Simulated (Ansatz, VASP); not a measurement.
**P: VASP beside Ansatz**

Contents of INCAR:

```
SYSTEM = P
ALGO     = Normal         ! electronic algorithm
EDIFF    = 1E-8           ! SCF threshold, eV
ENCUT    = 520            ! plane-wave cutoff, eV
GGA      = PE             ! functional
ISIF     = 2              ! what is computed and relaxed
ISMEAR   = -1             ! smearing method
LASPH    = .True.         ! aspherical terms in the spheres
LCHARG   = .False.        ! write CHGCAR
LEFG     = .True.       
LREAL    = .False.        ! projectors in reciprocal space
LWAVE    = .False.        ! write WAVECAR
NBANDS   = 12             ! bands
NELM     = 60             ! most SCF steps
PREC     = Accurate       ! precision mode
SIGMA    = 0.05           ! smearing width, eV
```

File KPOINTS:

```
k-points
0
Gamma
  15 15 8
  0 0 0
```

The input POSCAR:

```
P
1.0
    2.7053825644      0.0000000000      0.0000000000
   -1.3526912822      2.3429300278      0.0000000000
    0.0000000000      0.0000000000      4.5876880062
P
2
Direct
    0.3333333333      0.6666666667      0.2500000000
    0.6666666667      0.3333333333      0.7500000000
```

Input for Ansatz:

```yaml
crystal:
  lattice:
    - [2.7053825644, 0.0, 0.0]
    - [-1.3526912822, 2.3429300278, 0.0]
    - [0.0, 0.0, 4.5876880062]
  atoms:
    - { symbol: P, position: [0.3333333333, 0.6666666667, 0.25] }
    - { symbol: P, position: [0.6666666667, 0.3333333333, 0.75] }
kpoints:
  mp_grid: { grid: [15, 15, 8] }
  band_path:
    path:
      - [0.0, 0.0, 0.0]
      - [0.5, 0.0, 0.0]
      - [0.3333333333, 0.3333333333, 0.0]
      - [0.0, 0.0, 0.0]
      - [0.0, 0.0, 0.5]
      - [0.5, 0.0, 0.5]
      - [0.3333333333, 0.3333333333, 0.5]
      - [0.0, 0.0, 0.5]
      - [0.5, 0.0, 0.5]
    npoints: 8
scf:
  occupations: { method: fermi_dirac, width: 0.05 }
hamiltonian:
  xc: pbe
  pseudopotentials: { kind: paw }
output:
  forces: true
  stress: true
  eigenvalues: true
  efg: { contact_densities: true }
  populations: true
  bader: true
  dos: { projected: true, de: 0.2, e_range: [-14, 8] }
```

Alike in both runs: task electric field gradients; functional PBE; k mesh 15 × 15 × 8; occupations fermi-dirac, width 0.05 eV; no spin polarisation.

|  | VASP | Ansatz |
| --- | --- | --- |
| version | VASP 6.6.1 | Ansatz 0.2.0 |
| potentials or method | VASP PAW PBE potentials, release 64 (P) | PAW with Ansatz's default frozen-core files, scalar-relativistic |
| plane-wave cutoff (eV) | 520 | 420 |
| valence electrons in the cell | 10 | 10 |

|  | VASP | Ansatz | Ansatz less VASP |
| --- | --- | --- | --- |
| pressure (GPa) | -0.2 | 0.0 | +0.17 |
| size of Vzz on the site where it differs most (V/Å²) | 1.2 | 1.1 | -0.01 |
